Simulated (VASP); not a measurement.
## Sc4Te: single point with PBE

The system is Sc4Te.

```
CELL_PARAMETERS angstrom
5.04010 0.00000 0.00000
-2.52005 4.36485 0.00000
0.00000 0.00000 5.47367
ATOMIC_POSITIONS crystal
Sc 0.00000 0.00000 0.50000
Sc 0.50000 0.00000 0.00000
Sc 0.00000 0.50000 0.00000
Sc 0.50000 0.50000 0.00000
Te 0.00000 0.00000 0.00000
```

```
Program                : VASP 6.6.1
Task                   : single point
Functional             : PBE
Potentials or basis    : VASP PAW PBE potentials, release 64 (Sc_sv, Te)
Cutoff                 : 520 eV
k mesh                 : 6 × 6 × 4
Occupations            : gaussian, width 0.1 eV
Spin                   : no spin polarisation
Dipole correction      : no
Further INCAR settings : ALGO = Normal; EDIFF = 1e-06; NBANDS = 33
```

* Pressure: 27.5 GPa
* Band gap on the k mesh: zero (band 25 reaches 5.25 eV, above the bottom of band 26 at 3.85 eV)

Stress tensor (GPa, compression positive):
```
40.88  0.00  0.00
 0.00 40.88  0.00
 0.00  0.00  0.60
```

Levels at points of the mesh, in eV from the Fermi level:
```tsv
k point	band 22	band 23	band 24	band 25	band 26	band 27	band 28	band 29
(0.00, 0.00, 0.00)	-1.45	-1.17	-1.17	-0.96	-0.96	-0.73	1.00	1.00
(0.50, 0.00, 0.00)	-0.75	-0.43	-0.40	-0.27	0.00	1.13	1.20	1.26
(0.00, 0.00, 0.50)	-1.10	-1.10	-0.91	-0.87	-0.41	-0.41	0.22	1.13
(0.50, 0.00, 0.50)	-0.80	-0.76	0.02	0.36	0.80	1.18	1.31	1.35
```

Wall time 46 s on 1 thread of Intel(R) Xeon(R) 6975P-C (Granite Rapids), on a shared host, peak memory 0.27 GiB.

Caveat: spin-orbit coupling is left out, which moves the levels of the heavy elements.
